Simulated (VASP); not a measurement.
Input of a VASP 6.6.1 run:

POSCAR

```
SnTe
1.0
    0.0000000000      3.1574370420      3.1574370420
    3.1574370420      0.0000000000      3.1574370420
    3.1574370420      3.1574370420      0.0000000000
Sn Te
1 1
Direct
    0.0000000000      0.0000000000      0.0000000000
    0.5000000000      0.5000000000      0.5000000000
```

Contents of INCAR.step1:

```
SYSTEM = SnTe
PREC = Accurate
ENCUT = 520
ISMEAR = -1
SIGMA = 0.02
LREAL = .FALSE.
LASPH = .TRUE.
NELM = 150
MAGMOM = 0 0 0 0 0 0
LSORBIT = .TRUE.
GGA_COMPAT = .FALSE.
NBANDS = 32
GGA = PE
ALGO = Normal
EDIFF = 1E-4
LWAVE = .TRUE.
LCHARG = .FALSE.
```

INCAR.step2

```
SYSTEM = SnTe
PREC = Accurate
ENCUT = 520
EDIFF = 1E-7
ISMEAR = -1
SIGMA = 0.02
LREAL = .FALSE.
LASPH = .TRUE.
NELM = 150
ALGO = Normal
ISIF = 2
LWAVE = .FALSE.
LCHARG = .TRUE.
MAGMOM = 0 0 0 0 0 0
LORBIT = 11
LSORBIT = .TRUE.
GGA_COMPAT = .FALSE.
LORBMOM = .TRUE.
METAGGA = R2SCAN
LMIXTAU = .TRUE.
LVHAR = .TRUE.
NBANDS = 32
ISTART = 1
```

File KPOINTS:

```
regular mesh
0
G
  8 8 8
  0 0 0
```

Potentials or basis: VASP PAW PBE potentials, release 64 (Sn_d, Te).

The run is started by

```bash
$ cat potpaw_PBE.64/Sn_d/POTCAR potpaw_PBE.64/Te/POTCAR > POTCAR
$ cp INCAR.step1 INCAR
$ mpirun -np 1 vasp_ncl > vasp.out
$ cp INCAR.step2 INCAR
$ mpirun -np 1 vasp_ncl > vasp.out
```

**Question.** Predict the net moment.

**Answer.** 0.00 μB per cell.

**Question.** What does it give for the pressure?

**Answer.** 1.2 GPa.

Moments on the atoms (μB; x, y, z):
```
Sn  0.00 0.00 0.00
Te  0.00 0.00 0.00
```

Caveat: the cell differs from its parent crystal (strain -1.0%); the PAW data sets were made with another functional, which shifts forces and pressure a little.
